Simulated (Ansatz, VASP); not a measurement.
Two plane-wave programs on Pb2F

```
Pb F
1.0
    -1.73859    1.73859    5.81837
     1.73859   -1.73859    5.81837
     1.73859    1.73859   -5.81837
Pb F
2 1
Direct
  0.35816 0.35816 0.00000
  0.64184 0.64184 0.00000
  0.00000 0.00000 0.00000
```

Alike in both runs: functional PBE; k mesh 6 × 6 × 6; occupations gaussian, width 0.1 eV; no spin polarisation.

Ansatz relaxed the structure, and its values are those at the end. VASP's run is a single point on that final structure, the one shown.

|  | VASP | Ansatz |
| --- | --- | --- |
| version | VASP 6.6.1 | Ansatz 0.2.0 |
| potentials or method | VASP PAW PBE potentials, release 64 (Pb_d, F), cutoff 520 eV | scalar-relativistic, plane waves, PAW |
| valence electrons in the cell | 35 | 35 |

VASP gave:

```
gap on the k mesh at the Fermi level (eV) : none
pressure (GPa)                            : -0.2
rms of the force components (eV/Å)        : 0.004
```

Task: Which values does Ansatz return?

Result: gap on the k mesh at the Fermi level (eV): none; pressure (GPa): 0.0; rms of the force components (eV/Å): 0.004.

A gap of «none» marks a metal or a gap that the smearing closes.

The k mesh is coarse, so the values compare programs but aren't converged. Neither program's run includes spin-orbit coupling.
